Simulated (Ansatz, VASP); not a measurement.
# One calculation of Al5Si, two programs

INCAR

```
SYSTEM = Al5Si
ALGO = Normal ; DIPOL = 0.5 0.5 0.500
EDIFF = 1E-6 ; ENCUT = 520
GGA = PE ; IDIPOL = 3
ISIF = 2 ; ISMEAR = -1
LASPH = .True. ; LCHARG = .True.
LDIPOL = .True. ; LELF = .True.
LREAL = .False. ; LVACPOTAV = .True.
LVHAR = .True. ; LWAVE = .False.
NBANDS = 18 ; NELM = 80
PREC = Accurate ; SIGMA = 0.08
```

File KPOINTS:

```
k-points
0
Gamma
  13 9 1
  0 0 0
```

The input POSCAR:

```
Al5Si
1.0
    2.8574853682      0.0000000000      0.0000000000
    0.0000000000      4.0410945620      0.0000000000
    0.0000000000      0.0000000000     23.1437000000
Si Al
1 5
Direct
    0.2500000000      0.2500000000      0.3515890114
    0.7500000000      0.7500000000      0.4064851375
    0.2500000000      0.2500000000      0.4711659389
    0.7500000000      0.7500000000      0.5288340590
    0.2500000000      0.2500000000      0.5935148630
    0.7500000000      0.7500000000      0.6484109903
```

Input for Ansatz:

```yaml
crystal:
  lattice:
    - [2.8574853682, 0.0, 0.0]
    - [0.0, 4.041094562, 0.0]
    - [0.0, 0.0, 23.1437]
  atoms:
    - { symbol: Si, position: [0.25, 0.25, 0.3515890114] }
    - { symbol: Al, position: [0.75, 0.75, 0.4064851375] }
    - { symbol: Al, position: [0.25, 0.25, 0.4711659389] }
    - { symbol: Al, position: [0.75, 0.75, 0.528834059] }
    - { symbol: Al, position: [0.25, 0.25, 0.593514863] }
    - { symbol: Al, position: [0.75, 0.75, 0.6484109903] }
kpoints:
  mp_grid: { grid: [13, 9, 1] }
scf:
  occupations: { method: fermi_dirac, width: 0.08 }
hamiltonian:
  xc: pbe
  pseudopotentials: { kind: paw }
output:
  forces: true
  stress: true
  eigenvalues: true
efield:
  axis: 3
  amplitude: 0
  dipole_correction: true
```

Alike in both runs: task single point; functional PBE; k mesh 13 × 9 × 1; occupations fermi-dirac, width 0.08 eV; no spin polarisation.

```csv
,VASP,Ansatz
version,VASP 6.6.1,Ansatz 0.2.0
potentials or method,"VASP PAW PBE potentials, release 64 (Si, Al)","PAW with Ansatz's default frozen-core files, scalar-relativistic"
plane-wave cutoff (eV),520,420
valence electrons in the cell,19,19
```

VASP gave:

- rms of the force components (eV/Å): 0.196

Q: What did Ansatz give for the same quantities?

A: rms of the force components (eV/Å): 0.195.

Atom by atom the forces differ by 0.001 eV/Å (rms over components).
